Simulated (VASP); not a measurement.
Here is a VASP 6.6.1 calculation.

The input INCAR:

```
SYSTEM = NaCl
PREC = Accurate
ENCUT = 520
EDIFF = 1E-7
ISMEAR = 0
SIGMA = 0.02
LREAL = .FALSE.
LASPH = .TRUE.
NELM = 100
ALGO = Normal
ISIF = 2
LWAVE = .FALSE.
LCHARG = .FALSE.
GGA = PE
NBANDS = 14
```

KPOINTS

```
regular mesh
0
G
  8 8 8
  0 0 0
```

File POSCAR:

```
NaCl
1.0
    0.0000000000      2.8448326850      2.8448326850
    2.8448326850      0.0000000000      2.8448326850
    2.8448326850      2.8448326850      0.0000000000
Na Cl
1 1
Direct
    0.0000000000      0.0000000000      0.0000000000
    0.5000000000      0.5000000000      0.5000000000
```

Potentials or basis: VASP PAW PBE potentials, release 64 (Na_pv, Cl).

The run is started by

```bash
$ cat potpaw_PBE.64/Na_pv/POTCAR potpaw_PBE.64/Cl/POTCAR > POTCAR
$ mpirun -np 1 vasp_std > vasp.out
```

(1) Predict the band gap on the k mesh.

(2) Predict the pressure.

## Answers

(1) 5.01 eV.

(2) 0.0 GPa.

Caveat: the cell differs from its parent crystal (strained).
